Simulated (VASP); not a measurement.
Runs of VASP 6.6.1 on ZrGa2Se2. The structure is that of space group P6/mmm (No. 191), or close to it. The cells are those of the table. 

| task | cell | k mesh | cutoff (eV) | gap on the mesh (eV) | pressure (GPa) |
| --- | --- | --- | --- | --- | --- |
| single point | a = 4.161, b = 4.161, c = 7.179 Å, angles 90.0, 90.0, 120.0°, 5 atoms | 6 × 6 × 4 | 520 | none | (a) |
| single point | a = 4.900, b = 4.900, c = 5.580 Å, angles 90.0, 90.0, 120.0°, 5 atoms | 6 × 6 × 4 | 520 | none | 0.2 |
| relaxation of cell and atoms | relaxed from a = 4.161, b = 4.161, c = 7.179 Å, angles 90.0, 90.0, 120.0°, 5 atoms | 6 × 6 × 4 | 600 | none | 0.1 |
| single point | a = 4.904, b = 4.904, c = 5.514 Å, angles 90.0, 90.0, 120.0°, 5 atoms | 12 × 12 × 8 | 520 | none | 0.1 |

Alike in all rows: level PBE; potentials or basis VASP PAW PBE potentials, release 64 (Zr_sv, Ga_d, Se); no spin polarisation; smearing gaussian 0.1 eV.

Q: Estimate the missing entries.

A: (a) 39.1.

A k mesh can miss the band edges, and the runs leave out spin-orbit coupling on Ga, Se, Zr.

A gap of «none» marks levels without a gap at the run's occupations.
